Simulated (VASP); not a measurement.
Wanted: the native input for a VASP 6.6.1 run.

```yaml
Task: single point
Functional: r2SCAN
Potentials_or_basis: VASP PAW PBE potentials, release 64 (Mg, B)
Cutoff: 520 eV
k_mesh: 14 × 14 × 12
Occupations: gaussian, width 0.05 eV
Spin: no spin polarisation
Dipole_correction: no
Further_INCAR_settings: ALGO = Normal; EDIFF = 1e-06; NBANDS = 11
```

The system is MgB2.

```
CELL_PARAMETERS angstrom
3.10243 0.00000 0.00000
-1.55122 2.68679 0.00000
0.00000 0.00000 3.57166
ATOMIC_POSITIONS crystal
Mg 0.00000 0.00000 0.00000
B 0.33333 0.66667 0.50000
B 0.66667 0.33333 0.50000
```

This cell differs from its parent crystal: volume scaled by 1.040.

The input as run:

POSCAR

```
MgB2
1.0
    3.1024329723      0.0000000000      0.0000000000
   -1.5512164862      2.6867857676      0.0000000000
    0.0000000000      0.0000000000      3.5716641686
Mg B
1 2
Direct
    0.0000000000      0.0000000000      0.0000000000
    0.3333333333      0.6666666667      0.5000000000
    0.6666666667      0.3333333333      0.5000000000
```

INCAR.step1

```
  ALGO = Normal
  EDIFF = 1E-4
  ENCUT = 520
  GGA = PE
  ISMEAR = 0
  LASPH = True
  LCHARG = False
  LREAL = False
  LWAVE = True
  NBANDS = 11
  NELM = 80
  PREC = Accurate
  SIGMA = 0.05
```

INCAR.step2

```
  ALGO = Normal
  EDIFF = 1E-6
  ENCUT = 520
  ISIF = 2
  ISMEAR = 0
  ISTART = 1
  LASPH = True
  LCHARG = True
  LELF = True
  LMIXTAU = True
  LREAL = False
  LVHAR = True
  LWAVE = False
  METAGGA = R2SCAN
  NBANDS = 11
  NELM = 80
  PREC = Accurate
  SIGMA = 0.05
```

KPOINTS

```
k-points
0
Gamma
  14 14 12
```

Potentials or basis: VASP PAW PBE potentials, release 64 (Mg, B).

Command:

```sh
$ cat potpaw_PBE.64/Mg/POTCAR potpaw_PBE.64/B/POTCAR > POTCAR
$ cp INCAR.step1 INCAR
$ mpirun -np 1 vasp_std > vasp.out
$ cp INCAR.step2 INCAR
$ mpirun -np 1 vasp_std > vasp.out
```

It gave:

The pressure is -5.8 GPa and the band gap on the k mesh is zero (band 4 reaches 6.50 eV, above the bottom of band 5 at 3.47 eV).

Caveat: the PAW data sets were made with another functional, which shifts forces and pressure a little.

Run time: 4.7 min on 1 thread of AMD EPYC 7R13, on a shared host, peak memory 0.16 GiB.
